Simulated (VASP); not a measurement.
IrS:

```xyz
2
Lattice="0.0000 2.6365 2.6365 2.6365 0.0000 2.6365 2.6365 2.6365 0.0000" Properties=species:S:1:pos:R:3 pbc="T T T"
Ir    0.0000    0.0000    0.0000
S     1.3182    1.3182    1.3182
```

Base run:

| Property | Result |
| --- | --- |
| Program | VASP 6.6.1 |
| Functional | PBE |
| Potentials or basis | VASP PAW PBE potentials, release 64 (Ir, S) |
| Cutoff | 520 eV |
| k mesh | 10 × 10 × 10 |
| Occupations | gaussian, width 0.05 eV |
| Spin | no spin polarisation |

Its results: band gap on the k mesh zero (an odd number of electrons rules out a gap without spin polarisation); pressure 0.5 GPa.

**Question.** The run is repeated on the same cell with these changes: functional from PBE to r2SCAN. What comes out?

**Answer.** Band gap on the k mesh zero (an odd number of electrons rules out a gap without spin polarisation); pressure -2.4 GPa.

Caveats: spin-orbit coupling is left out, which moves the levels of the heavy elements; the PAW data sets were made with another functional, which shifts forces and pressure a little (at least some runs).
